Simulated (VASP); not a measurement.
# Na2TeBr6 (Fm-3m) in VASP: single point with PBE

Aim: the single point of Na2TeBr6 with PBE.

Program: VASP 6.6.1. These are calculated values, not measurements. Logs are shortened: lines on timing, memory, paths and dates and some standing lists are left out, and cuts for length are marked.

### Step 1. The cell of the first run

It takes space group Fm-3m (No. 225, cubic). Conventional cell: a = 10.419 Å, b = 10.419 Å, c = 10.419 Å, α = 90.00°, β = 90.00°, γ = 90.00°. Na (site symmetry -43m) has 12 Br at 3.68 Å and 4 Te at 4.51 Å within 4.8 Å. Within 3.4 Å of Te (site symmetry m-3m) lie 6 Br at 2.57 Å. Br (site symmetry 4mm) has 1 Te at 2.57 Å within 3.4 Å.

### Step 2. Single point, PBE

Contents of INCAR:

```
  PREC = Accurate
  ENCUT = 520
  EDIFF = 1E-6
  ISMEAR = -1
  SIGMA = 0.0274
  LREAL = False
  LASPH = True
  NELM = 100
  ALGO = Normal
  ISIF = 2
  LWAVE = False
  LCHARG = True
  GGA = PE
  LELF = True
  LVHAR = True
  NBANDS = 41
```

Contents of KPOINTS:

```
regular mesh
0
Gamma
  3 3 3
```

Contents of POSCAR:

```
Na2TeBr6
1.0
    0.0000000000      5.2095380000      5.2095380000
    5.2095380000      0.0000000000      5.2095380000
    5.2095380000      5.2095380000      0.0000000000
Na Te Br
2 1 6
Direct
    0.2500000000      0.2500000000      0.2500000000
    0.7500000000      0.7500000000      0.7500000000
    0.0000000000      0.0000000000      0.0000000000
    0.7532000000      0.2468000000      0.2468000000
    0.2468000000      0.7532000000      0.2468000000
    0.2468000000      0.7532000000      0.7532000000
    0.7532000000      0.2468000000      0.7532000000
    0.2468000000      0.2468000000      0.7532000000
    0.7532000000      0.7532000000      0.2468000000
```

Potentials or basis: VASP PAW PBE potentials, release 64 (Na_pv, Te, Br).

Command:

```
cat potpaw_PBE.64/Na_pv/POTCAR potpaw_PBE.64/Te/POTCAR potpaw_PBE.64/Br/POTCAR > POTCAR
mpirun -np 1 vasp_std > vasp.out
```

OUTCAR:

```text
PREC = Accurate
   ENCUT = 520
   EDIFF = 1E-6
   ISMEAR = -1
   LREAL = False
   LASPH = True
   NELM = 100
   ISIF = 2
   GGA = PE

 ion  position               nearest neighbor table
   1  0.250  0.250  0.250-
   2  0.750  0.750  0.750-
   3  0.000  0.000  0.000-   4 2.57   5 2.57   6 2.57   7 2.57   8 2.57   9 2.57
   4  0.753  0.247  0.247-   3 2.57
   5  0.247  0.753  0.247-   3 2.57
   6  0.247  0.753  0.753-   3 2.57
   7  0.753  0.247  0.753-   3 2.57
   8  0.247  0.247  0.753-   3 2.57
   9  0.753  0.753  0.247-   3 2.57

  LATTYP: Found a face centered cubic cell.
 ALAT       =    10.4190760000

  Lattice vectors:

 A1 = (   0.0000000000,   5.2095380000,   5.2095380000)
 A2 = (   5.2095380000,   0.0000000000,   5.2095380000)
 A3 = (   5.2095380000,   5.2095380000,   0.0000000000)

Analysis of symmetry for initial positions (statically):
=====================================================================
 Subroutine PRICEL returns:
 Original cell was already a primitive cell.

 Routine SETGRP: Setting up the symmetry group for a
 face centered cubic supercell.

 Subroutine GETGRP returns: Found 48 space group operations
 (whereof 48 operations were pure point group operations)
 out of a pool of 48 trial point group operations.

The static configuration has the point symmetry O_h .

Analysis of symmetry for dynamics (positions and initial velocities):
=====================================================================
 Subroutine PRICEL returns:
 Original cell was already a primitive cell.

 Routine SETGRP: Setting up the symmetry group for a
 face centered cubic supercell.

 Subroutine GETGRP returns: Found 48 space group operations
 (whereof 48 operations were pure point group operations)
 out of a pool of 48 trial point group operations.

The dynamic configuration has the point symmetry O_h .

 Subroutine INISYM returns: Found 48 space group operations
 (whereof 48 operations are pure point group operations),
 and found     1 'primitive' translations

----------------------------------------------------------------------------------------

                                     Primitive cell

  volume of cell :     282.7663

  direct lattice vectors                    reciprocal lattice vectors
     0.000000000  5.209538000  5.209538000    -0.095977801  0.095977801  0.095977801
     5.209538000  0.000000000  5.209538000     0.095977801 -0.095977801  0.095977801
     5.209538000  5.209538000  0.000000000     0.095977801  0.095977801 -0.095977801

  length of vectors
     7.367399293  7.367399293  7.367399293     0.166238427  0.166238427  0.166238427

  position of ions in fractional coordinates (direct lattice)
     0.250000000  0.250000000  0.250000000
     0.750000000  0.750000000  0.750000000
     0.000000000  0.000000000  0.000000000
     0.753200000  0.246800000  0.246800000
     0.246800000  0.753200000  0.246800000
     0.246800000  0.753200000  0.753200000
     0.753200000  0.246800000  0.753200000
     0.246800000  0.246800000  0.753200000
     0.753200000  0.753200000  0.246800000

  ion indices of the primitive-cell ions
   primitive index   ion index
                 1           1
                 2           2
                 3           3
                 4           4
                 5           5
                 6           6
                 7           7
                 8           8
                 9           9

----------------------------------------------------------------------------------------

 KPOINTS: regular mesh

Automatic generation of k-mesh.
 Grid dimensions read from file:
 generate k-points for:    3    3    3

 Generating k-lattice:

  Cartesian coordinates                     Fractional coordinates (reciprocal lattice)
    -0.031992600  0.031992600  0.031992600     0.333333333  0.000000000  0.000000000
     0.031992600 -0.031992600  0.031992600     0.000000000  0.333333333  0.000000000
     0.031992600  0.031992600 -0.031992600     0.000000000  0.000000000  0.333333333

  Length of vectors
     0.055412809  0.055412809  0.055412809

  Shift w.r.t. Gamma in fractional coordinates (k-lattice)
     0.000000000  0.000000000  0.000000000

 Subroutine IBZKPT returns following result:
 ===========================================

 Found      4 irreducible k-points:

 Following reciprocal coordinates:
            Coordinates               Weight
  0.000000  0.000000  0.000000      1.000000
  0.333333  0.000000  0.000000      8.000000
  0.333333  0.333333  0.000000      6.000000
 -0.333333  0.333333  0.000000     12.000000
   k-points           NKPTS =      4   k-points in BZ     NKDIM =      4   number of bands    NBANDS=     41
   number of dos      NEDOS =    301   number of ions     NIONS =      9
   total plane-waves  NPLWV = 175616
   dimension x,y,z NGX =    56 NGY =   56 NGZ =   56
   dimension x,y,z NGXF=   112 NGYF=  112 NGZF=  112
   ions per type =               2   1   6
   NGX,Y,Z   is equivalent  to a cutoff of  12.64, 12.64, 12.64 a.u.
   NGXF,Y,Z  is equivalent  to a cutoff of  25.27, 25.27, 25.27 a.u.
 SYSTEM =  unknown system
   PREC   = accura    normal or accurate (medium, high low for compatibility)
   ISTART =      0    job   : 0-new  1-cont  2-samecut
   ICHARG =      2    charge: 1-file 2-atom 10-const
   ISPIN  =      1    spin polarized calculation?
   LNONCOLLINEAR =      F non collinear calculations
   LSORBIT =      F    spin-orbit coupling
   LASPH  =      T    aspherical Exc in radial PAW
   ENCUT  =  520.0 eV  38.22 Ry    6.18 a.u.  13.70 13.70 13.70*2*pi/ulx,y,z
   NELM   =    100;   NELMIN=  2; NELMDL= -5     # of ELM steps
   EDIFF  = 0.1E-05   stopping-criterion for ELM
   LREAL  =      F    real-space projection
   EDIFFG = 0.1E-04   stopping-criterion for IOM
   NSW    =      0    number of steps for IOM
   IBRION =     -1    ionic relax: 0-MD 1-quasi-New 2-CG
   NFREE  =      0    steps in history (QN), initial steepest desc. (CG)
   ISIF   =      2    stress and relaxation
   ISYM   =      2    0-nonsym 1-usesym 2-fastsym
   POTIM  = 0.5000    time-step for ionic-motion
   TEBEG  =    0.0;   TEEND  =   0.0 temperature during run
   PSTRESS=    0.0 pullay stress
   NELECT =      62.0000    total number of electrons
   NUPDOWN=      -1.0000    fix difference up-down
   EMIN   =  10.00;   EMAX   =-10.00  energy-range for DOS
   EFERMI =   0.00;   METHOD = LEGACY
   ISMEAR =    -1;   SIGMA  =   0.03  broadening in eV -4-tet -1-fermi 0-gaus
   EFERMI_NEDOS =   21; number of points for ismear=-14 and -15
   IALGO  =     38    algorithm
   IMIX   =      4    mixing-type and parameters
     AMIX     =   0.40;   BMIX     =  1.00
     AMIX_MAG =   1.60;   BMIX_MAG =  1.00
  volume/ion in A,a.u.               =      31.42       212.02
  Fermi-wavevector in a.u.,A,eV,Ry     =   0.987180  1.865499 13.259199  0.974524
  Thomas-Fermi vector in A             =   2.118615
   LORBIT       =      0    0 simple, 1 ext, 2 COOP (PROOUT), +10 PAW based schemes
   GGA     = PE    functional components
   LHFCALC =     F    Hartree Fock is set to
   AEXX    =    0.0000 exact exchange contribution
   IVDW    =     0    specifies the selected vdW correction
   LEPSILON=     F    determine dielectric tensor
   LRPA    =     F    only Hartree local field effects (RPA)
 non-spin polarized calculation
  energy-cutoff  :      520.00
  volume of cell :      282.77
 maximum number of plane-waves:      7631
   NGX = 27   NGY = 27   NGZ = 27

 number of electron      62.0000015 magnetization

 Free energy of the ion-electron system (eV)
  ---------------------------------------------------
  ext. energy  EPLUGINS =         0.00000000
  ---------------------------------------------------
  free energy    TOTEN  =       -22.24286878 eV

  energy without entropy =      -22.24286878  energy(sigma->0) =      -22.24286878

 E-fermi :   1.8949     XC(G=0):  -7.8424

 val. band max:        1.2037350095   @ k =  -0.3333   0.3333   0.0000
 cond. band min:       3.4420641900   @ k =   0.3333   0.0000   0.0000
 fundamental gap:      2.2383291805
 Fermi energy:         1.8949139168

 k-point     1 :       0.0000    0.0000    0.0000
  band No.  band energies     occupation
      1     -23.0102      2.00000
      2     -23.0102      2.00000
      3     -23.0102      2.00000
      4     -23.0099      2.00000
      5     -23.0099      2.00000
      6     -23.0099      2.00000
[... 33 lines left out ...]
     40       7.4522      0.00000
     41       7.4522      0.00000

 k-point     2 :       0.3333    0.0000    0.0000
  band No.  band energies     occupation
      1     -23.0101      2.00000
      2     -23.0101      2.00000
      3     -23.0101      2.00000
      4     -23.0100      2.00000
      5     -23.0100      2.00000
      6     -23.0100      2.00000
[... 33 lines left out ...]
     40       7.7096      0.00000
     41       8.0931      0.00000

 k-point     3 :       0.3333    0.3333    0.0000
  band No.  band energies     occupation
      1     -23.0102      2.00000
      2     -23.0102      2.00000
      3     -23.0102      2.00000
      4     -23.0099      2.00000
      5     -23.0099      2.00000
      6     -23.0099      2.00000
[... 33 lines left out ...]
     40       7.7659      0.00000
     41       8.0780      0.00000

 k-point     4 :      -0.3333    0.3333    0.0000
  band No.  band energies     occupation
      1     -23.0103      2.00000
      2     -23.0102      2.00000
      3     -23.0101      2.00000
      4     -23.0100      2.00000
      5     -23.0100      2.00000
      6     -23.0099      2.00000
[... 33 lines left out ...]
     40       7.6163      0.00000
     41       7.7197      0.00000

------------------------ aborting loop because EDIFF is reached ----------------------------------------

  FORCE on cell =-STRESS in cart. coord.  units (eV):
  Direction    XX          YY          ZZ          XY          YZ          ZX
  --------------------------------------------------------------------------------------
  -------------------------------------------------------------------------------------
  Total        8.6365901      8.6365901      8.6365901     -0.0000000      0.0000000     -0.0000000
  in kB       48.9356388     48.9356388     48.9356388     -0.0000000      0.0000000     -0.0000000
  external PRESSURE =      48.9356388 kB  Pullay stress =       0.0000000 kB

 VOLUME and BASIS-vectors are now :
 -----------------------------------------------------------------------------
  energy-cutoff  :      520.00
  volume of cell :      282.77
      direct lattice vectors                 reciprocal lattice vectors
     0.000000000  5.209538000  5.209538000    -0.095977801  0.095977801  0.095977801
     5.209538000  0.000000000  5.209538000     0.095977801 -0.095977801  0.095977801
     5.209538000  5.209538000  0.000000000     0.095977801  0.095977801 -0.095977801

 POSITION                                       TOTAL-FORCE (eV/Angst)
 -----------------------------------------------------------------------------------
      2.60477      2.60477      2.60477         0.000000      0.000000     -0.000000
      7.81431      7.81431      7.81431         0.000000      0.000000     -0.000000
      0.00000      0.00000      0.00000         0.000000      0.000000     -0.000000
      2.57143      5.20954      5.20954         1.540322      0.000000     -0.000000
      5.20954      2.57143      5.20954         0.000000      1.540322     -0.000000
      7.84765      5.20954      5.20954        -1.540322      0.000000     -0.000000
      5.20954      7.84765      5.20954         0.000000     -1.540322     -0.000000
      5.20954      5.20954      2.57143         0.000000      0.000000      1.540322
      5.20954      5.20954      7.84765         0.000000      0.000000     -1.540322
 -----------------------------------------------------------------------------------
    total drift:                               -0.000000     -0.000000      0.000000

  FREE ENERGIE OF THE ION-ELECTRON SYSTEM (eV)
  ---------------------------------------------------
  free  energy   TOTEN  =       -22.2428687825 eV

  energy  without entropy=      -22.2428687825  energy(sigma->0) =      -22.24286878
```

Wall time 2.8 min (1 thread of AMD EPYC 7R13, shared host); peak memory 0.41 GiB.

What came out:

* Free energy: -22.2429 eV
* Pressure: 4.9 GPa
* Largest force: 1.540 eV/Å
* Band gap on the k mesh: 2.24 eV, indirect (least direct gap 2.74 eV)

Forces in eV/Å, atoms in the order of the input:
```
Na   0.000  0.000  0.000
Na   0.000  0.000  0.000
Te   0.000  0.000  0.000
Br   1.540  0.000  0.000
Br   0.000  1.540  0.000
Br  -1.540  0.000  0.000
Br   0.000 -1.540  0.000
Br   0.000  0.000  1.540
Br   0.000  0.000 -1.540
```

Caveat: spin-orbit coupling is left out, which moves the levels of the heavy elements; forces of over 1 eV/Å act on the atoms, so gaps and moduli don't describe the material at rest.
